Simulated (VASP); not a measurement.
Runs of VASP 6.6.1 on Ga. The structure is that of space group Pm-3m (No. 221), or close to it. The cells are those of the table. This isn't the form of Ga at room conditions, which is orthorhombic.

```tsv
level	cell	k mesh	smearing	grid for exact exchange (PRECFOCK)	share of exact exchange	screening parameter	gap on the mesh (eV)	pressure (GPa)
PBE-based screened hybrid with 25 % exact exchange	a = 2.716 Å, 1 atom	5 × 5 × 5	fermi-dirac 0.05 eV	Normal	0.25	0.3 1/Å	none	(b)
PBEsol-based global hybrid with 25 % exact exchange	a = 2.652 Å, 1 atom	5 × 5 × 5	fermi-dirac 0.05 eV	Normal	0.25	-	none	0.0
PBE	a = 2.681, b = 2.744, c = 2.727 Å, angles 88.9, 88.0, 91.1°, 1 atom	7 × 7 × 7	gaussian 0.05 eV	-	-	-	none	(a)
B3LYP	a = 2.766 Å, 1 atom	5 × 5 × 5	fermi-dirac 0.05 eV	Normal	0.2	-	none	-0.2
HSE06	a = 2.690 Å, 1 atom	5 × 5 × 5	fermi-dirac 0.05 eV	Normal	0.25	0.2079 1/Å	none	0.2
PBE0	a = 2.687 Å, 1 atom	5 × 5 × 5	fermi-dirac 0.05 eV	Normal	0.25	-	none	0.1
B3LYP	a = 2.716 Å, 1 atom	5 × 5 × 5	fermi-dirac 0.05 eV	Normal	0.2	-	none	2.2
```

Alike in all rows: task single point; potentials or basis VASP PAW PBE potentials, release 64 (Ga_d); no spin polarisation; cutoff (eV) 520.

Problem. Estimate the missing entries.

Solution. (a) -0.4; (b) -1.1.

Caveats: some runs use coarse meshes; the PAW data sets were made with another functional, which shifts forces and pressure a little (at least some runs).

A k mesh can miss the band edges, and the runs leave out spin-orbit coupling on Ga.

A gap of «none» marks levels without a gap at the run's occupations.
